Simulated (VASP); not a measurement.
# Ni (Fm-3m) in VASP: notebook

The runs below take Ni through single point, relaxation of cell and atoms, with PBEsol.

All numbers are computed with VASP 6.6.1; they aren't measurements. Logs are shortened: lines on timing, memory, paths and dates and some standing lists are left out, and cuts for length are marked.

### 1 The cell of the first run

The structure is cubic, space group Fm-3m (No. 225). The conventional cell has a = 3.463 Å, b = 3.463 Å, c = 3.463 Å, α = 90.00°, β = 90.00°, γ = 90.00°. Within 3.2 Å of Ni (site symmetry m-3m) lie 12 Ni at 2.45 Å.

### 2 Single point, PBEsol, collinear spin, ferromagnetic start

File INCAR:

```
SYSTEM = Ni
  PREC = Accurate
  ENCUT = 520
  EDIFF = 1E-6
  ISMEAR = 0
  SIGMA = 0.1
  LREAL = .False.
  LASPH = .True.
  NELM = 150
  ALGO = Fast
  ISIF = 2
  LWAVE = .False.
  LCHARG = .True.
  ISPIN = 2
  MAGMOM = 0.75
  LORBIT = 11
  LMAXMIX = 4
  GGA = PS
  LELF = .True.
  LVHAR = .True.
  NBANDS = 15
```

File KPOINTS:

```
Automatic mesh
0
Gamma
  20 20 20
  0 0 0
```

File POSCAR:

```
Ni
1.0
    0.0000000000      1.7315782624      1.7315782624
    1.7315782624      0.0000000000      1.7315782624
    1.7315782624      1.7315782624      0.0000000000
Ni
1
Direct
    0.0000000000      0.0000000000      0.0000000000
```

Potentials or basis: VASP PAW PBE potentials, release 64 (Ni).

The run is started by

```bash
cat potpaw_PBE.64/Ni/POTCAR > POTCAR
mpirun -np 1 vasp_std > vasp.out
```

OUTCAR:

```text
SYSTEM = Ni
   PREC = Accurate
   ENCUT = 520
   EDIFF = 1E-6
   ISMEAR = 0
   LREAL = .False.
   LASPH = .True.
   NELM = 150
   ISIF = 2
   ISPIN = 2
   LORBIT = 11
   GGA = PS

 ion  position               nearest neighbor table
   1  0.000  0.000  0.000-

  LATTYP: Found a face centered cubic cell.
 ALAT       =     3.4631565248

  Lattice vectors:

 A1 = (   0.0000000000,   1.7315782624,   1.7315782624)
 A2 = (   1.7315782624,   0.0000000000,   1.7315782624)
 A3 = (   1.7315782624,   1.7315782624,   0.0000000000)

Analysis of symmetry for initial positions (statically):
=====================================================================
 Subroutine PRICEL returns:
 Original cell was already a primitive cell.

 Routine SETGRP: Setting up the symmetry group for a
 face centered cubic supercell.

 Subroutine GETGRP returns: Found 48 space group operations
 (whereof 48 operations were pure point group operations)
 out of a pool of 48 trial point group operations.

The static configuration has the point symmetry O_h .

Analysis of symmetry for dynamics (positions and initial velocities):
=====================================================================
 Subroutine PRICEL returns:
 Original cell was already a primitive cell.

 Routine SETGRP: Setting up the symmetry group for a
 face centered cubic supercell.

 Subroutine GETGRP returns: Found 48 space group operations
 (whereof 48 operations were pure point group operations)
 out of a pool of 48 trial point group operations.

The dynamic configuration has the point symmetry O_h .

Analysis of structural, dynamic, and magnetic symmetry:
=====================================================================
 Subroutine PRICEL returns:
 Original cell was already a primitive cell.

 Routine SETGRP: Setting up the symmetry group for a
 face centered cubic supercell.

 Subroutine GETGRP returns: Found 48 space group operations
 (whereof 48 operations were pure point group operations)
 out of a pool of 48 trial point group operations.

The overall configuration has the point symmetry O_h .

 Subroutine INISYM returns: Found 48 space group operations
 (whereof 48 operations are pure point group operations),
 and found     1 'primitive' translations

----------------------------------------------------------------------------------------

                                     Primitive cell

  volume of cell :      10.3838

  direct lattice vectors                    reciprocal lattice vectors
     0.000000000  1.731578262  1.731578262    -0.288753914  0.288753914  0.288753914
     1.731578262  0.000000000  1.731578262     0.288753914 -0.288753914  0.288753914
     1.731578262  1.731578262  0.000000000     0.288753914  0.288753914 -0.288753914

  length of vectors
     2.448821463  2.448821463  2.448821463     0.500136449  0.500136449  0.500136449

  position of ions in fractional coordinates (direct lattice)
     0.000000000  0.000000000  0.000000000

  ion indices of the primitive-cell ions
   primitive index   ion index
                 1           1

----------------------------------------------------------------------------------------

 KPOINTS: Automatic mesh

Automatic generation of k-mesh.
 Grid dimensions read from file:
 generate k-points for:   20   20   20

 Generating k-lattice:

  Cartesian coordinates                     Fractional coordinates (reciprocal lattice)
    -0.014437696  0.014437696  0.014437696     0.050000000  0.000000000  0.000000000
     0.014437696 -0.014437696  0.014437696     0.000000000  0.050000000  0.000000000
     0.014437696  0.014437696 -0.014437696     0.000000000  0.000000000  0.050000000

  Length of vectors
     0.025006822  0.025006822  0.025006822

  Shift w.r.t. Gamma in fractional coordinates (k-lattice)
     0.000000000  0.000000000  0.000000000

 Subroutine IBZKPT returns following result:
 ===========================================

 Found    256 irreducible k-points:

 Following reciprocal coordinates:
            Coordinates               Weight
  0.000000  0.000000  0.000000      1.000000
  0.050000  0.000000  0.000000      8.000000
  0.100000  0.000000  0.000000      8.000000
  0.150000  0.000000  0.000000      8.000000
  0.200000  0.000000  0.000000      8.000000
  0.250000  0.000000  0.000000      8.000000
[... 16 lines left out ...]
 -0.400000  0.050000  0.000000     24.000000
 -0.350000  0.050000  0.000000     24.000000
 [... further k-points ...]
   k-points           NKPTS =    256   k-points in BZ     NKDIM =    256   number of bands    NBANDS=     15
   number of dos      NEDOS =    301   number of ions     NIONS =      1
   total plane-waves  NPLWV =   5832
   dimension x,y,z NGX =    18 NGY =   18 NGZ =   18
   dimension x,y,z NGXF=    36 NGYF=   36 NGZF=   36
   ions per type =               1
   NGX,Y,Z   is equivalent  to a cutoff of  12.22, 12.22, 12.22 a.u.
   NGXF,Y,Z  is equivalent  to a cutoff of  24.44, 24.44, 24.44 a.u.
 SYSTEM =  Ni
   PREC   = accura    normal or accurate (medium, high low for compatibility)
   ISTART =      0    job   : 0-new  1-cont  2-samecut
   ICHARG =      2    charge: 1-file 2-atom 10-const
   ISPIN  =      2    spin polarized calculation?
   LNONCOLLINEAR =      F non collinear calculations
   LSORBIT =      F    spin-orbit coupling
   LASPH  =      T    aspherical Exc in radial PAW
   ENCUT  =  520.0 eV  38.22 Ry    6.18 a.u.   4.55  4.55  4.55*2*pi/ulx,y,z
   NELM   =    150;   NELMIN=  2; NELMDL= -5     # of ELM steps
   EDIFF  = 0.1E-05   stopping-criterion for ELM
   LREAL  =      F    real-space projection
   EDIFFG = 0.1E-04   stopping-criterion for IOM
   NSW    =      0    number of steps for IOM
   IBRION =     -1    ionic relax: 0-MD 1-quasi-New 2-CG
   NFREE  =      0    steps in history (QN), initial steepest desc. (CG)
   ISIF   =      2    stress and relaxation
   ISYM   =      2    0-nonsym 1-usesym 2-fastsym
   POTIM  = 0.5000    time-step for ionic-motion
   TEBEG  =    0.0;   TEEND  =   0.0 temperature during run
   PSTRESS=    0.0 pullay stress
   NELECT =      10.0000    total number of electrons
   NUPDOWN=      -1.0000    fix difference up-down
   EMIN   =  10.00;   EMAX   =-10.00  energy-range for DOS
   EFERMI =   0.00;   METHOD = LEGACY
   ISMEAR =     0;   SIGMA  =   0.10  broadening in eV -4-tet -1-fermi 0-gaus
   EFERMI_NEDOS =   21; number of points for ismear=-14 and -15
   IALGO  =     68    algorithm
   IMIX   =      4    mixing-type and parameters
     AMIX     =   0.40;   BMIX     =  1.00
     AMIX_MAG =   1.60;   BMIX_MAG =  1.00
  volume/ion in A,a.u.               =      10.38        70.07
  Fermi-wavevector in a.u.,A,eV,Ry     =   1.616675  3.055073 35.560702  2.613638
  Thomas-Fermi vector in A             =   2.711223
   LORBIT       =     11    0 simple, 1 ext, 2 COOP (PROOUT), +10 PAW based schemes
   GGA     = PS    functional components
   LHFCALC =     F    Hartree Fock is set to
   AEXX    =    0.0000 exact exchange contribution
   IVDW    =     0    specifies the selected vdW correction
   LEPSILON=     F    determine dielectric tensor
   LRPA    =     F    only Hartree local field effects (RPA)
 spin polarized calculation
 RMM-DIIS sequential band-by-band and
 Gauss-broadening in eV      SIGMA  =   0.10
  energy-cutoff  :      520.00
  volume of cell :       10.38
 maximum number of plane-waves:       295
   NGX =  9   NGY =  9   NGZ =  9

 number of electron      10.0000000 magnetization       0.7500000

 number of electron       9.9999994 magnetization       0.6226508

 Free energy of the ion-electron system (eV)
  ---------------------------------------------------
  ext. energy  EPLUGINS =         0.00000000
  ---------------------------------------------------
  free energy    TOTEN  =        -6.13995744 eV

  energy without entropy =       -6.13147480  energy(sigma->0) =       -6.13571612

 E-fermi :   9.8636     XC(G=0): -13.7147

 val. band max:        9.8633460966   @ k =  -0.4000   0.2500   0.0000
 cond. band min:       9.8648885294   @ k =   0.4000   0.0000   0.0000
 fundamental gap:      0.0015424328
 Fermi energy:         9.8636358656

 spin component 1

 k-point     1 :       0.0000    0.0000    0.0000
  band No.  band energies     occupation
      1       0.4729      1.00000
      2       7.3137      1.00000
      3       7.3137      1.00000
      4       7.3137      1.00000
      5       8.5634      1.00000
      6       8.5634      1.00000
      7      33.9560      0.00000
      8      38.1623      0.00000
      9      38.1623      0.00000
     10      38.1623      0.00000
     11      41.2421      0.00000
     12      41.2421      0.00000
     13      41.2421      0.00000
     14      44.1597      0.00000
[... 401 lines left out ...]
      2       7.3948      1.00000
      3       7.4534      1.00000
      4       7.5506      1.00000
      5       8.9311      1.00000
      6       9.2996      1.00000
      7      19.3523      0.00000
      8      32.0256      0.00000
      9      34.5296      0.00000
     10      36.5946      0.00000
     11      38.4884      0.00000
     12      40.3883      0.00000
     13      44.8409      0.00000
     14      51.6881      0.00000
     15      53.4042      0.00000

 [... further k-points ...]

 spin component 2

 k-point     1 :       0.0000    0.0000    0.0000
  band No.  band energies     occupation
      1       0.4640      1.00000
      2       8.0325      1.00000
      3       8.0325      1.00000
      4       8.0325      1.00000
      5       9.1725      1.00000
      6       9.1725      1.00000
      7      33.8490      0.00000
      8      38.1608      0.00000
      9      38.1608      0.00000
     10      38.1608      0.00000
     11      41.3662      0.00000
     12      41.3662      0.00000
     13      41.3662      0.00000
     14      44.0685      0.00000
[... 401 lines left out ...]
      2       7.9031      1.00000
      3       8.0310      1.00000
      4       8.0818      1.00000
      5       9.6496      0.99876
      6       9.9868      0.04082
      7      19.6112      0.00000
      8      32.0155      0.00000
      9      34.5625      0.00000
     10      36.7061      0.00000
     11      38.5515      0.00000
     12      40.4379      0.00000
     13      44.9324      0.00000
     14      51.7803      0.00000
     15      53.5809      0.00000

 [... further k-points ...]

------------------------ aborting loop because EDIFF is reached ----------------------------------------

  FORCE on cell =-STRESS in cart. coord.  units (eV):
  Direction    XX          YY          ZZ          XY          YZ          ZX
  --------------------------------------------------------------------------------------
  -------------------------------------------------------------------------------------
  Total       -0.0099446     -0.0099446     -0.0099446      0.0000000      0.0000000     -0.0000000
  in kB       -1.5344071     -1.5344071     -1.5344071      0.0000000      0.0000000     -0.0000000
  external PRESSURE =      -1.5344071 kB  Pullay stress =       0.0000000 kB

 VOLUME and BASIS-vectors are now :
 -----------------------------------------------------------------------------
  energy-cutoff  :      520.00
  volume of cell :       10.38
      direct lattice vectors                 reciprocal lattice vectors
     0.000000000  1.731578262  1.731578262    -0.288753914  0.288753914  0.288753914
     1.731578262  0.000000000  1.731578262     0.288753914 -0.288753914  0.288753914
     1.731578262  1.731578262  0.000000000     0.288753914  0.288753914 -0.288753914

 POSITION                                       TOTAL-FORCE (eV/Angst)
 -----------------------------------------------------------------------------------
      0.00000      0.00000      0.00000         0.000000      0.000000      0.000000
 -----------------------------------------------------------------------------------
    total drift:                                0.000000     -0.000000     -0.000000

  FREE ENERGIE OF THE ION-ELECTRON SYSTEM (eV)
  ---------------------------------------------------
  free  energy   TOTEN  =        -6.1399574392 eV

  energy  without entropy=       -6.1314747986  energy(sigma->0) =       -6.13571612

 total charge

# of ion       s       p       d       tot
------------------------------------------
    1        0.521   0.546   8.333   9.401

 magnetization (x)

# of ion       s       p       d       tot
------------------------------------------
    1       -0.006  -0.024   0.659   0.628
```

Wall time 91 s (1 thread of Intel Xeon 6975P-C, shared host); peak memory 0.17 GiB.

What came out:

```
Free energy                                           : -6.1400 eV
Pressure                                              : -0.2 GPa
Net moment                                            : 0.62 μB per cell
Site moments                                          : Ni +0.63 μB
Valence electrons inside the program's atomic spheres : Ni 9.40
```

Caveat: the PAW data sets were made with another functional, which shifts forces and pressure a little.

### 3 Relaxation of cell and atoms, PBEsol, collinear spin, ferromagnetic start

This run uses another cell than the first one, of 10.89 Å³/atom, 1.049 times its volume.

File INCAR:

```
  ALGO = Fast
  EDIFF = 1E-6
  EDIFFG = -0.005
  ENCUT = 600
  GGA = PS
  IBRION = 2
  ISIF = 3
  ISMEAR = 0
  ISPIN = 2
  LASPH = True
  LCHARG = False
  LMAXMIX = 4
  LORBIT = 11
  LREAL = False
  LWAVE = False
  MAGMOM = 0.75
  NELM = 150
  NSW = 70
  PREC = Accurate
  SIGMA = 0.1
```

File KPOINTS:

```
k-points
0
Gamma
  20 20 20
```

File POSCAR:

```
Ni
1.0
    0.0000000000      1.7592378550      1.7592378550
    1.7592378550      0.0000000000      1.7592378550
    1.7592378550      1.7592378550      0.0000000000
Ni
1
Direct
    0.0000000000      0.0000000000      0.0000000000
```

Potentials or basis: VASP PAW PBE potentials, release 64 (Ni).

The run is started by

```bash
cat potpaw_PBE.64/Ni/POTCAR > POTCAR
mpirun -np 1 vasp_std > vasp.out
```

OUTCAR:

```text
EDIFF = 1E-6
   EDIFFG = -0.005
   ENCUT = 600
   GGA = PS
   IBRION = 2
   ISIF = 3
   ISMEAR = 0
   ISPIN = 2
   LASPH = True
   LORBIT = 11
   LREAL = False
   NELM = 150
   NSW = 70
   PREC = Accurate

 ion  position               nearest neighbor table
   1  0.000  0.000  0.000-

  LATTYP: Found a face centered cubic cell.
 ALAT       =     3.5184757100

  Lattice vectors:

 A1 = (   0.0000000000,   1.7592378550,   1.7592378550)
 A2 = (   1.7592378550,   0.0000000000,   1.7592378550)
 A3 = (   1.7592378550,   1.7592378550,   0.0000000000)

Analysis of symmetry for initial positions (statically):
=====================================================================
 Subroutine PRICEL returns:
 Original cell was already a primitive cell.

[... 949 lines left out ...]
--------------------------------------- Ionic step       13  -------------------------------------------

 number of electron       9.9999995 magnetization       0.6227815

 Free energy of the ion-electron system (eV)
  ---------------------------------------------------
  ext. energy  EPLUGINS =         0.00000000
  ---------------------------------------------------
  free energy    TOTEN  =        -6.14010211 eV

  energy without entropy =       -6.13162339  energy(sigma->0) =       -6.13586275

 E-fermi :   9.8690     XC(G=0): -13.7173

 val. band max:        9.8686689224   @ k =  -0.4000   0.2500   0.0000
 cond. band min:       9.8702299685   @ k =   0.4000   0.0000   0.0000
 fundamental gap:      0.0015610461
 Fermi energy:         9.8690270898

 spin component 1

 k-point     1 :       0.0000    0.0000    0.0000
  band No.  band energies     occupation
      1       0.4758      1.00000
      2       7.3180      1.00000
      3       7.3180      1.00000
      4       7.3180      1.00000
      5       8.5685      1.00000
      6       8.5685      1.00000
      7      33.9655      0.00000
      8      38.1750      0.00000
      9      38.1750      0.00000
[... 596 lines left out ...]
  FREE ENERGIE OF THE ION-ELECTRON SYSTEM (eV)
  ---------------------------------------------------
  free  energy   TOTEN  =        -6.1401021052 eV

  energy  without entropy=       -6.1316233868  energy(sigma->0) =       -6.13586275

 reached required accuracy - stopping structural energy minimisation

 total charge

# of ion       s       p       d       tot
------------------------------------------
    1        0.521   0.546   8.334   9.401

 magnetization (x)

# of ion       s       p       d       tot
------------------------------------------
    1       -0.006  -0.024   0.659   0.628
```

CONTCAR:

```text
Ni
   1.00000000000000
    -0.0000000000000000    1.7313344152600649    1.7313344152600649
     1.7313344152600649   -0.0000000000000000    1.7313344152600649
     1.7313344152600649    1.7313344152600649    0.0000000000000000
  Ni
     1
Direct
     0.0000000000000000    0.0000000000000000    0.0000000000000000

  0.00000000E+00  0.00000000E+00  0.00000000E+00
```

It used 220 s of CPU time on 1 thread of Intel Xeon 6975P-C, with other jobs on the host.

Results:

```yaml
Free_energy: -6.1401 eV
Relaxed_volume: 10.38 Å³/atom
Relaxed_cell: a = 2.448 Å, b = 2.448 Å, c = 2.448 Å, α = 60.00°, β = 60.00°, γ = 60.00°
Space_group_after_relaxing_to_0.05_Å: Fm-3m (No. 225)
Energy_gained_by_relaxing: 16.4 meV/atom
Ionic_steps: 13
Pressure_after_relaxing: 0.0 GPa
Net_moment: 0.62 μB per cell
Site_moments: Ni +0.63 μB
Valence_electrons_inside_the_program's_atomic_spheres: Ni 9.40
```

The path:
| step | energy change (eV) | largest force (eV/Å) | pressure (GPa) | volume (Å³) |
| --- | --- | --- | --- | --- |
| 1 | 0.0000 | 0.0000 | -9.93 | 10.89 |
| 2 | 0.0037 | 0.0000 | 13.53 | 9.86 |
| 3 | -0.0164 | 0.0000 | -0.13 | 10.38 |
| 4 | -0.0164 | 0.0000 | 0.36 | 10.37 |
| 5 | -0.0164 | 0.0000 | -0.41 | 10.40 |
| 6 | -0.0164 | 0.0000 | -0.11 | 10.38 |
| 7 | -0.0164 | 0.0000 | 0.12 | 10.37 |
| 8 | -0.0164 | 0.0000 | 0.08 | 10.38 |
| 9 | -0.0164 | 0.0000 | -0.29 | 10.38 |
| 10 | -0.0164 | 0.0000 | 0.18 | 10.38 |
| 11 | -0.0164 | 0.0000 | -0.25 | 10.38 |
| 12 | -0.0164 | 0.0000 | 0.10 | 10.38 |
| 13 | -0.0164 | 0.0000 | 0.00 | 10.38 |

Final structure:
```
Ni
1.0
     0.00000    1.73133    1.73133
     1.73133    0.00000    1.73133
     1.73133    1.73133    0.00000
Ni
1
Cartesian
  0.0000 0.0000 0.0000
```

Caveat: the PAW data sets were made with another functional, which shifts forces and pressure a little.
